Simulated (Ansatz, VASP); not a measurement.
**K3AlO2 in VASP and in Ansatz**

```
CELL_PARAMETERS angstrom
3.29527 1.90253 3.66591
-3.29527 1.90253 3.66591
0.00000 -3.80505 3.66591
ATOMIC_POSITIONS crystal
K 0.00000 0.00000 0.50000
K 0.50000 0.00000 0.00000
K 0.00000 0.50000 0.00000
Al 0.50000 0.50000 0.50000
O 0.27567 0.27567 0.27567
O 0.72433 0.72433 0.72433
```

Alike in both runs: task relaxation of cell and atoms; functional PBE; k mesh 3 × 3 × 3; occupations gaussian, width 0.1 eV; no spin polarisation.

```csv
,VASP,Ansatz
version,VASP 6.6.1,Ansatz 0.2.0
potentials or method,"VASP PAW PBE potentials, release 64 (K_sv, Al, O_h), cutoff 910 eV","scalar-relativistic, plane waves, PAW"
valence electrons in the cell,42,42
```

VASP gave:

* gap on the k mesh at the Fermi level, each at its own relaxed structure (eV): 0.52
* relaxed volume (Å³/atom): 27.10
* relaxed cell length with the largest relative difference (Å): 5.459

Q: Which values does Ansatz return?

A: gap on the k mesh at the Fermi level, each at its own relaxed structure (eV): 0.54; relaxed volume (Å³/atom): 29.54; relaxed cell length with the largest relative difference (Å): 5.625.

One of these differences is far larger than is usual between the two programs; its cause wasn't traced.

Noted on VASP's run: the cutoff is short for stress, so the pressure is rough; the volume moved by over 15 % at a fixed basis, so the end points are rough.
